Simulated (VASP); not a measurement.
Here is a VASP 6.6.1 calculation.

The input INCAR:

```
  ALGO = Normal
  EDIFF = 1E-6
  ENCUT = 520
  ISIF = 2
  ISMEAR = 0
  LASPH = T
  LCHARG = F
  LREAL = F
  LWAVE = F
  NBANDS = 11
  NELM = 60
  PREC = Accurate
  SIGMA = 0.15
```

File KPOINTS:

```
k-points
0
Gamma
  20 20 20
```

The input POSCAR:

```
Si
1.0
   -2.4662271967      2.4662271967      1.4356066211
    2.4662271967     -2.4662271967      1.4356066211
    2.4662271967      2.4662271967     -1.4356066211
Si
2
Direct
    0.2500000000      0.7500000000      0.5000000000
    0.5000000000      0.5000000000      0.0000000000
```

Potentials or basis: VASP PAW LDA potentials, release 64 (Si).

Launch:

```bash
$ cat potpaw_LDA.64/Si/POTCAR > POTCAR
$ mpirun -np 1 vasp_std > vasp.out
```

(1) Predict the band gap on the k mesh.

(2) Predict the pressure.

Results:

(1) zero (band 4 reaches 9.84 eV, above the bottom of band 5 at 3.89 eV).

(2) -12.6 GPa.

Caveat: the cell differs from its parent crystal (strain +0.040 along x and y, +0.080 along z).
